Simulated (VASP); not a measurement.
# Zn (P4/mmm) in VASP: relaxation of cell and atoms with PBE

Aim: the relaxation of cell and atoms of Zn with PBE.

All numbers are computed with VASP 6.6.1; they aren't measurements. Logs are shortened: lines on timing, memory, paths and dates and some standing lists are left out, and cuts for length are marked.

## 1. The cell of the first run

The structure is tetragonal, space group P4/mmm (No. 123). Conventional cell: a = 2.581 Å, b = 2.581 Å, c = 2.645 Å, α = 90.00°, β = 90.00°, γ = 90.00°. Zn (site symmetry 4/mmm) has 6 Zn at 2.58 to 2.64 Å within 3.4 Å.

## 2. Relaxation of cell and atoms, PBE

Contents of INCAR:

```
PREC = Accurate
ENCUT = 600
EDIFF = 1E-6
ISMEAR = 0
SIGMA = 0.1
LREAL = F
LASPH = T
NELM = 80
ALGO = Fast
ISIF = 3
LWAVE = F
LCHARG = F
GGA = PE
IBRION = 2
NSW = 100
EDIFFG = -0.01
```

Contents of KPOINTS:

```
regular mesh
0
Gamma
  22 22 20
```

Contents of POSCAR:

```
Zn
1.0
    2.5814347954      0.0000000000      0.0000000000
    0.0000000000      2.5814347954      0.0000000000
    0.0000000000      0.0000000000      2.6449270254
Zn
1
Direct
    0.0000000000      0.0000000000      0.0000000000
```

Potentials or basis: VASP PAW PBE potentials, release 64 (Zn).

Started as:

```sh
cat potpaw_PBE.64/Zn/POTCAR > POTCAR
mpirun -np 1 vasp_std > vasp.out
```

OUTCAR:

```text
PREC = Accurate
   ENCUT = 600
   EDIFF = 1E-6
   ISMEAR = 0
   LREAL = F
   LASPH = T
   NELM = 80
   ISIF = 3
   GGA = PE
   IBRION = 2
   NSW = 100
   EDIFFG = -0.01

 ion  position               nearest neighbor table
   1  0.000  0.000  0.000-

  LATTYP: Found a simple tetragonal cell.
 ALAT       =     2.5814347954
 C/A-ratio  =     1.0245957132

  Lattice vectors:

 A1 = (   2.5814347954,   0.0000000000,   0.0000000000)
 A2 = (   0.0000000000,   2.5814347954,   0.0000000000)
 A3 = (   0.0000000000,   0.0000000000,   2.6449270254)

Analysis of symmetry for initial positions (statically):
=====================================================================
 Subroutine PRICEL returns:
 Original cell was already a primitive cell.

 Routine SETGRP: Setting up the symmetry group for a
 simple tetragonal supercell.

 Subroutine GETGRP returns: Found 16 space group operations
 (whereof 16 operations were pure point group operations)
 out of a pool of 16 trial point group operations.

The static configuration has the point symmetry D_4h.

Analysis of symmetry for dynamics (positions and initial velocities):
=====================================================================
 Subroutine PRICEL returns:
 Original cell was already a primitive cell.

 Routine SETGRP: Setting up the symmetry group for a
 simple tetragonal supercell.

 Subroutine GETGRP returns: Found 16 space group operations
 (whereof 16 operations were pure point group operations)
 out of a pool of 16 trial point group operations.

The dynamic configuration has the point symmetry D_4h.

 Subroutine INISYM returns: Found 16 space group operations
 (whereof 16 operations are pure point group operations),
 and found     1 'primitive' translations

----------------------------------------------------------------------------------------

                                     Primitive cell

  volume of cell :      17.6253

  direct lattice vectors                    reciprocal lattice vectors
     2.581434795  0.000000000  0.000000000     0.387381468  0.000000000  0.000000000
     0.000000000  2.581434795  0.000000000     0.000000000  0.387381468  0.000000000
     0.000000000  0.000000000  2.644927025     0.000000000  0.000000000  0.378082265

  length of vectors
     2.581434795  2.581434795  2.644927025     0.387381468  0.387381468  0.378082265

  position of ions in fractional coordinates (direct lattice)
     0.000000000  0.000000000  0.000000000

  ion indices of the primitive-cell ions
   primitive index   ion index
                 1           1

----------------------------------------------------------------------------------------

 KPOINTS: regular mesh

Automatic generation of k-mesh.
 Grid dimensions read from file:
 generate k-points for:   22   22   20

 Generating k-lattice:

  Cartesian coordinates                     Fractional coordinates (reciprocal lattice)
     0.017608249  0.000000000  0.000000000     0.045454545  0.000000000  0.000000000
     0.000000000  0.017608249  0.000000000     0.000000000  0.045454545  0.000000000
     0.000000000  0.000000000  0.018904113     0.000000000  0.000000000  0.050000000

  Length of vectors
     0.017608249  0.017608249  0.018904113

  Shift w.r.t. Gamma in fractional coordinates (k-lattice)
     0.000000000  0.000000000  0.000000000

 Subroutine IBZKPT returns following result:
 ===========================================

 Found    858 irreducible k-points:

 Following reciprocal coordinates:
            Coordinates               Weight
  0.000000  0.000000  0.000000      1.000000
  0.045455  0.000000  0.000000      4.000000
  0.090909  0.000000  0.000000      4.000000
  0.136364  0.000000  0.000000      4.000000
  0.181818  0.000000  0.000000      4.000000
  0.227273  0.000000  0.000000      4.000000
[... 16 lines left out ...]
  0.500000  0.045455  0.000000      4.000000
  0.090909  0.090909  0.000000      4.000000
 [... further k-points ...]
   k-points           NKPTS =    858   k-points in BZ     NKDIM =    858   number of bands    NBANDS=     10
   number of dos      NEDOS =    301   number of ions     NIONS =      1
   total plane-waves  NPLWV =  13824
   dimension x,y,z NGX =    24 NGY =   24 NGZ =   24
   dimension x,y,z NGXF=    48 NGYF=   48 NGZF=   48
   ions per type =               1
   NGX,Y,Z   is equivalent  to a cutoff of  15.46, 15.46, 15.09 a.u.
   NGXF,Y,Z  is equivalent  to a cutoff of  30.91, 30.91, 30.17 a.u.
 SYSTEM =  unknown system
   PREC   = accura    normal or accurate (medium, high low for compatibility)
   ISTART =      0    job   : 0-new  1-cont  2-samecut
   ICHARG =      2    charge: 1-file 2-atom 10-const
   ISPIN  =      1    spin polarized calculation?
   LNONCOLLINEAR =      F non collinear calculations
   LSORBIT =      F    spin-orbit coupling
   LASPH  =      T    aspherical Exc in radial PAW
   ENCUT  =  600.0 eV  44.10 Ry    6.64 a.u.   5.16  5.16  5.28*2*pi/ulx,y,z
   NELM   =     80;   NELMIN=  2; NELMDL= -5     # of ELM steps
   EDIFF  = 0.1E-05   stopping-criterion for ELM
   LREAL  =      F    real-space projection
   EDIFFG = -.1E-01   stopping-criterion for IOM
   NSW    =    100    number of steps for IOM
   IBRION =      2    ionic relax: 0-MD 1-quasi-New 2-CG
   NFREE  =      1    steps in history (QN), initial steepest desc. (CG)
   ISIF   =      3    stress and relaxation
   ISYM   =      2    0-nonsym 1-usesym 2-fastsym
   POTIM  = 0.5000    time-step for ionic-motion
   TEBEG  =    0.0;   TEEND  =   0.0 temperature during run
   PSTRESS=    0.0 pullay stress
   NELECT =      12.0000    total number of electrons
   NUPDOWN=      -1.0000    fix difference up-down
   EMIN   =  10.00;   EMAX   =-10.00  energy-range for DOS
   EFERMI =   0.00;   METHOD = LEGACY
   ISMEAR =     0;   SIGMA  =   0.10  broadening in eV -4-tet -1-fermi 0-gaus
   EFERMI_NEDOS =   21; number of points for ismear=-14 and -15
   IALGO  =     68    algorithm
   IMIX   =      4    mixing-type and parameters
     AMIX     =   0.40;   BMIX     =  1.00
     AMIX_MAG =   1.60;   BMIX_MAG =  1.00
  volume/ion in A,a.u.               =      17.63       118.94
  Fermi-wavevector in a.u.,A,eV,Ry     =   1.440201  2.721586 28.220935  2.074180
  Thomas-Fermi vector in A             =   2.558972
   LORBIT       =      0    0 simple, 1 ext, 2 COOP (PROOUT), +10 PAW based schemes
   GGA     = PE    functional components
   LHFCALC =     F    Hartree Fock is set to
   AEXX    =    0.0000 exact exchange contribution
   IVDW    =     0    specifies the selected vdW correction
   LEPSILON=     F    determine dielectric tensor
   LRPA    =     F    only Hartree local field effects (RPA)
 conjugate gradient relaxation of ions
 non-spin polarized calculation
 RMM-DIIS sequential band-by-band and
 Gauss-broadening in eV      SIGMA  =   0.10
  energy-cutoff  :      600.00
  volume of cell :       17.63
 maximum number of plane-waves:       608
 NGX is ok and might be reduce to    24
   NGX = 11   NGY = 11   NGZ = 11

--------------------------------------- Ionic step        1  -------------------------------------------

 number of electron      11.9999995 magnetization

 Free energy of the ion-electron system (eV)
  ---------------------------------------------------
  ext. energy  EPLUGINS =         0.00000000
  ---------------------------------------------------
  free energy    TOTEN  =        -0.87662083 eV

  energy without entropy =       -0.87479623  energy(sigma->0) =       -0.87570853

------------------------ aborting loop because EDIFF is reached ----------------------------------------

  FORCE on cell =-STRESS in cart. coord.  units (eV):
  Direction    XX          YY          ZZ          XY          YZ          ZX
  --------------------------------------------------------------------------------------
  -------------------------------------------------------------------------------------
  Total        0.2564142      0.2564142      0.0750542      0.0000000      0.0000000      0.0000000
  in kB       23.3086283     23.3086283      6.8225942      0.0000000      0.0000000      0.0000000
  external PRESSURE =      17.8132836 kB  Pullay stress =       0.0000000 kB
[... 86 lines left out ...]
  FREE ENERGIE OF THE ION-ELECTRON SYSTEM (eV)
  ---------------------------------------------------
  free  energy   TOTEN  =        -0.8807743430 eV

  energy  without entropy=       -0.8787952674  energy(sigma->0) =       -0.87978481

[... ionic steps 4 to 11 ...]

--------------------------------------- Ionic step       12  -------------------------------------------

 number of electron      12.0000006 magnetization

------------------------ aborting loop because EDIFF is reached ----------------------------------------

  FORCE on cell =-STRESS in cart. coord.  units (eV):
  Direction    XX          YY          ZZ          XY          YZ          ZX
  --------------------------------------------------------------------------------------
  -------------------------------------------------------------------------------------
  Total        0.0130117      0.0130117     -0.0040120      0.0000000      0.0000000      0.0000000
  in kB        1.1474538      1.1474538     -0.3538031      0.0000000      0.0000000      0.0000000
  external PRESSURE =       0.6470348 kB  Pullay stress =       0.0000000 kB
[... 55 lines left out ...]
  energy  without entropy=       -0.8799086122  energy(sigma->0) =       -0.88078997

--------------------------------------- Ionic step       14  -------------------------------------------

 number of electron      12.0000008 magnetization

 Free energy of the ion-electron system (eV)
  ---------------------------------------------------
  ext. energy  EPLUGINS =         0.00000000
  ---------------------------------------------------
  free energy    TOTEN  =        -0.88171613 eV

  energy without entropy =       -0.87994912  energy(sigma->0) =       -0.88083262

 E-fermi :   1.7369     XC(G=0): -10.5515

 val. band max:        1.7345552113   @ k =   0.4545   0.3182   0.3000
 cond. band min:       1.7429417371   @ k =   0.4091   0.4091   0.2500
 fundamental gap:      0.0083865258
 Fermi energy:         1.7368562963

 k-point     1 :       0.0000    0.0000    0.0000
  band No.  band energies     occupation
      1      -7.1810      2.00000
      2      -6.1325      2.00000
      3      -6.1146      2.00000
      4      -4.9919      2.00000
      5      -4.9825      2.00000
      6      -4.9825      2.00000
      7      13.8109      0.00000
      8      13.8109      0.00000
      9      14.1785      0.00000
     10      16.9396      0.00000
[... 287 lines left out ...]
 k-point    24 :       0.0909    0.0909    0.0000
  band No.  band energies     occupation
      1      -6.8268      2.00000
      2      -6.0882      2.00000
      3      -6.0369      2.00000
      4      -5.0438      2.00000
      5      -5.0094      2.00000
      6      -5.0035      2.00000
      7      11.3729      0.00000
      8      11.9362      0.00000
      9      14.5964      0.00000
     10      17.9118      0.00000

 [... further k-points ...]

------------------------ aborting loop because EDIFF is reached ----------------------------------------

  FORCE on cell =-STRESS in cart. coord.  units (eV):
  Direction    XX          YY          ZZ          XY          YZ          ZX
  --------------------------------------------------------------------------------------
  -------------------------------------------------------------------------------------
  Total        0.0008770      0.0008770      0.0090590      0.0000000      0.0000000     -0.0000000
  in kB        0.0769379      0.0769379      0.7946930      0.0000000      0.0000000     -0.0000000
  external PRESSURE =       0.3161896 kB  Pullay stress =       0.0000000 kB
[... 16 lines left out ...]
  FREE ENERGIE OF THE ION-ELECTRON SYSTEM (eV)
  ---------------------------------------------------
  free  energy   TOTEN  =        -0.8817161279 eV

  energy  without entropy=       -0.8799491205  energy(sigma->0) =       -0.88083262

 reached required accuracy - stopping structural energy minimisation
```

It took 16 min on 1 thread of Intel Xeon 8259CL, shared host; peak memory 0.35 GiB.

What came out:

```yaml
Free_energy: -0.8817 eV
Relaxed_volume: 18.26 Å³/atom
Relaxed_cell: a = 2.641 Å, b = 2.641 Å, c = 2.619 Å, α = 90.00°, β = 90.00°, γ = 90.00°
Space_group_after_relaxing_to_0.1_Å: Pm-3m (No. 221)
Energy_gained_by_relaxing: 5.1 meV/atom
Ionic_steps: 14
Pressure_after_relaxing: 0.0 GPa
Band_gap_on_the_k_mesh: zero (bands 6 and 7 overlap by 8.18 eV)
```

Step by step:
```
step  energy change (eV)  largest force (eV/Å)  pressure (GPa)  volume (Å³)
   1              0.0000                0.0000            1.78        17.63
   2             -0.0041                0.0000            0.60        18.13
   3             -0.0042                0.0000           -0.36        18.46
   4             -0.0043                0.0000           -0.48        18.40
   5             -0.0043                0.0000           -0.23        18.26
   6             -0.0043                0.0000           -0.16        18.25
   7             -0.0047                0.0000            0.06        18.22
   8             -0.0050                0.0000            0.23        18.15
   9             -0.0051                0.0000            0.54        18.16
  10             -0.0050                0.0000            0.07        18.19
  11             -0.0050                0.0000            0.20        18.17
  12             -0.0050                0.0000            0.06        18.17
  13             -0.0051                0.0000            0.25        18.17
  14             -0.0051                0.0000            0.03        18.26
```

Final structure:
```
Zn
1.0
     2.64076    0.00000    0.00000
     0.00000    2.64076    0.00000
     0.00000    0.00000    2.61901
Zn
1
Direct
  0.00000 0.00000 0.00000
```

Levels at points of the mesh, in eV from the Fermi level:
```csv
k point,band 3,band 4,band 5,band 6,band 7,band 8,band 9,band 10
"(0.00, 0.00, 0.00)",-7.85,-6.73,-6.72,-6.72,12.07,12.07,12.44,15.20
"(0.50, 0.00, 0.00)",-7.05,-7.04,-6.69,-2.93,-2.73,16.45,16.84,19.13
"(0.50, 0.50, 0.00)",-6.98,-6.98,-6.46,1.37,1.37,2.38,6.12,21.65
"(0.00, 0.00, 0.50)",-7.07,-7.07,-6.70,-2.80,-2.70,16.58,16.58,19.10
"(0.50, 0.00, 0.50)",-7.01,-6.99,-6.45,1.40,1.49,2.52,6.18,21.37
"(0.50, 0.50, 0.50)",-7.58,-6.45,-6.43,5.44,5.54,5.54,9.40,10.65
```
